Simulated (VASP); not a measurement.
The system is BAs.

```xyz
2
Lattice="2.1275 0.0000 0.0000 0.0000 3.1741 0.0000 0.0000 0.0000 4.9510" Properties=species:S:1:pos:R:3 pbc="T T T"
B     0.0000    1.5870    0.0000
As    1.0638    1.5870    2.4755
```

| Item | Value |
| --- | --- |
| Program | VASP 6.6.1 |
| Task | relaxation of cell and atoms |
| Functional | RPBE |
| Dispersion | D4 |
| Potentials or basis | VASP PAW PBE potentials, release 64 (B, As_d) |
| Cutoff | 560 eV |
| k mesh | 12 × 8 × 6 |
| Occupations | fermi-dirac, width 0.05 eV |
| Spin | no spin polarisation |

At the start: pressure 0.2 GPa; volume 16.72 Å³/atom.

Problem. Where does the relaxation end?

Solution. Over 29 steps the energy falls by 1240.7 meV/atom and the volume is 12.28 Å³/atom (-26.5 %); space group Pmmm (No. 47, to 0.1 Å) before, P4/mmm (No. 123, to 0.1 Å).

The path:
```csv
step,energy change (eV),largest force (eV/Å),pressure (GPa),volume (Å³)
1,0.0000,0.0000,0.21,33.43
2,-0.7644,0.0000,-6.79,33.15
3,-0.9932,0.0000,-13.40,32.81
4,-1.3831,0.0000,-17.59,31.75
5,-1.6682,0.0000,-1.93,28.42
6,-1.6782,0.0000,5.85,29.09
7,-1.6734,0.0000,3.75,28.83
8,-1.6708,0.0000,1.05,28.62
9,-1.7929,0.0000,-14.29,29.20
10,-1.9103,0.0000,-20.29,30.17
11,-1.9201,0.0000,-19.64,29.68
12,-1.9785,0.0000,-21.12,29.99
13,-1.9693,0.0000,-20.75,29.89
14,-1.9770,0.0000,-20.86,29.88
15,-1.9963,0.0000,-20.87,29.87
16,-2.0172,0.0000,-20.43,29.82
17,-2.0362,0.0000,-20.13,29.69
18,-2.0916,0.0000,-19.35,29.29
19,-2.1935,0.0000,-17.59,28.52
20,-2.3605,0.0000,-13.17,27.00
21,-2.4674,0.0000,3.08,24.13
22,-2.4758,0.0000,-0.10,24.69
23,-2.4758,0.0000,-0.71,24.79
24,-2.4779,0.0000,-0.62,24.75
25,-2.4813,0.0000,-0.29,24.65
26,-2.4814,0.0000,-0.22,24.62
27,-2.4814,0.0000,-0.21,24.62
28,-2.4814,0.0000,-0.14,24.60
29,-2.4814,0.0000,0.09,24.57
```

Final structure:
```yaml
crystal:
  lattice:
    - [3.10666, 0.00000, 0.00000]
    - [0.00000, 2.53105, 0.00000]
    - [0.00000, 0.00000, 3.12453]
  atoms:
    - { symbol: B, position: [0.00000, 0.50000, 0.00000] }
    - { symbol: As, position: [0.50000, 0.50000, 0.50000] }
```

Caveat: the volume moved by over 15 % at a fixed basis, so the end points are rough; the PAW data sets were made with another functional, which shifts forces and pressure a little.
